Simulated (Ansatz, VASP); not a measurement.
Two plane-wave programs on SnO

```
Sn O
1.0
     3.82015    0.00030    0.00000
    -0.00031    3.82015    0.00000
     0.00000    0.00000   22.22608
Sn O
4 4
Direct
  0.99995 0.99995 0.20246
  0.49995 0.49995 0.30878
  0.49995 0.62495 0.48875
  0.99995 0.12495 0.59507
  0.99995 0.49995 0.25562
  0.49995 0.99995 0.25562
  0.49994 0.12494 0.54191
  0.99994 0.62494 0.54191
```

Alike in both runs: task single point; functional PBE; dispersion D3(BJ); k mesh 7 × 7 × 1; occupations gaussian, width 0.05 eV; no spin polarisation.

|  | VASP | Ansatz |
| --- | --- | --- |
| version | VASP 6.6.1 | Ansatz 0.2.0 |
| potentials or method | VASP PAW PBE potentials, release 64 (Sn_d, O), cutoff 520 eV | scalar-relativistic, plane waves, PAW |
| valence electrons in the cell | 80 | 80 |

|  | VASP | Ansatz | Ansatz less VASP |
| --- | --- | --- | --- |
| gap on the k mesh at the Fermi level (eV) | 2.23 | 2.24 | +0.007 |
| least direct gap on the mesh (eV) | 2.47 | 2.48 | +0.010 |
| rms of the force components (eV/Å) | 0.032 | 0.045 | +0.0137 |

Ansatz's warnings: structure snapped to symmetry.
